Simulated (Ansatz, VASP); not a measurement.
Two plane-wave programs on Ga

```xyz
1
Lattice="-1.6881 1.6881 1.6881 1.6881 -1.6881 1.6881 1.6881 1.6881 -1.6881" Properties=species:S:1:pos:R:3 pbc="T T T"
Ga    0.0000    0.0000    0.0000
```

Alike in both runs: task single point; functional HSE06; k mesh 8 × 8 × 8; occupations gaussian, width 0.05 eV; no spin polarisation.

|  | VASP | Ansatz |
| --- | --- | --- |
| version | VASP 6.6.1 | Ansatz 0.2.0 |
| potentials or method | VASP PAW PBE potentials, release 64 (Ga_d), cutoff 520 eV | scalar-relativistic, plane waves, PAW |
| valence electrons in the cell | 13 | 13 |

|  | VASP | Ansatz | Ansatz less VASP |
| --- | --- | --- | --- |
| gap on the k mesh at the Fermi level (eV) | none | none | - |
| pressure (GPa) | -0.8 | -1.0 | -0.17 |

A gap of «none» marks a metal or a gap that the smearing closes. Ansatz's warnings: filled band counts differ across k points, stress exchange threshold loose, stress scf threshold loose.
